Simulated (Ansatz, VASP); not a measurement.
# One calculation of Ca, two programs

The input INCAR:

```
  PREC = Accurate
  ENCUT = 520
  EDIFF = 1E-6
  ISMEAR = 1
  SIGMA = 1.0
  LREAL = F
  LASPH = T
  NELM = 100
  ALGO = Normal
  ISIF = 2
  LWAVE = F
  LCHARG = F
  GGA = CA
  NBANDS = 11
```

KPOINTS

```
regular mesh
0
Gamma
  10 10 10
```

Contents of POSCAR:

```
Ca
1.0
    0.0000000000      2.6714532750      2.6714532750
    2.6714532750      0.0000000000      2.6714532750
    2.6714532750      2.6714532750      0.0000000000
Ca
1
Direct
    0.0000000000      0.0000000000      0.0000000000
```

Input for Ansatz:

```yaml
crystal:
  lattice:
    - [0.0, 2.671453275, 2.671453275]
    - [2.671453275, 0.0, 2.671453275]
    - [2.671453275, 2.671453275, 0.0]
  atoms:
    - { symbol: Ca, position: [0.0, 0.0, 0.0] }
hamiltonian:
  xc: lda
  pseudopotentials:
    kind: paw
    azcp:
      Ca: "pseudopotentials/Ca.paw.azcp"
basis:
  ecutwfc: 420
  fft_grid_basis: typed
kpoints:
  mp_grid: { grid: [10, 10, 10], shift: [0, 0, 0] }
magnetization:
  spin_polarized: false
scf:
  occupations: { method: methfessel_paxton, width: 1.0 }
  lower_state_search: "off"
output:
  stress: true
  write_density: true
  write_potential: true
  elf: true
  volumetric_format: npy
```

Alike in both runs: task single point; functional LDA; k mesh 10 × 10 × 10; occupations methfessel-paxton of order 1, width 1 eV; no spin polarisation.

|  | VASP | Ansatz |
| --- | --- | --- |
| version | VASP 6.6.1 | Ansatz 0.2.0 |
| potentials or method | VASP PAW LDA potentials, release 64 (Ca_sv), cutoff 520 eV | plane waves (420 eV) with PAW, scalar-relativistic |
| valence electrons in the cell | 10 | 10 |

|  | VASP | Ansatz | Ansatz less VASP |
| --- | --- | --- | --- |
| pressure (GPa) | 0.0 | 0.0 | 0.00 |

Ansatz warns that its potentials were made for another functional, while VASP's fit it. LDA's correlation is that of Perdew and Zunger in VASP and of Perdew and Wang (1992) in Ansatz.
